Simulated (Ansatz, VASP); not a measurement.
**Two plane-wave programs on In**

```
In
1.0
    -1.62547    1.62547    2.47370
     1.62547   -1.62547    2.47370
     1.62547    1.62547   -2.47370
In
1
Direct
  0.00000 0.00000 0.00000
```

Alike in both runs: task single point; functional PBE; k mesh 8 × 8 × 8; occupations fermi-dirac, width 0.1 eV; no spin polarisation.

|  | VASP | Ansatz |
| --- | --- | --- |
| version | VASP 6.6.1 | Ansatz 0.2.0 |
| potentials or method | VASP PAW PBE potentials, release 64 (In_d) | plane waves, PAW |
| plane-wave cutoff (eV) | 520 | 420 |
| valence electrons in the cell | 13 | 13 |

VASP gave:

| Quantity | Value |
| --- | --- |
| pressure (GPa) | 1.9 |
| traceless stress, the component that is largest in VASP (GPa) | 2.02 |

Problem. Which values does Ansatz return?

Solution. Pressure (GPa): 2.0; traceless stress, the component that is largest in VASP (GPa): 2.02.
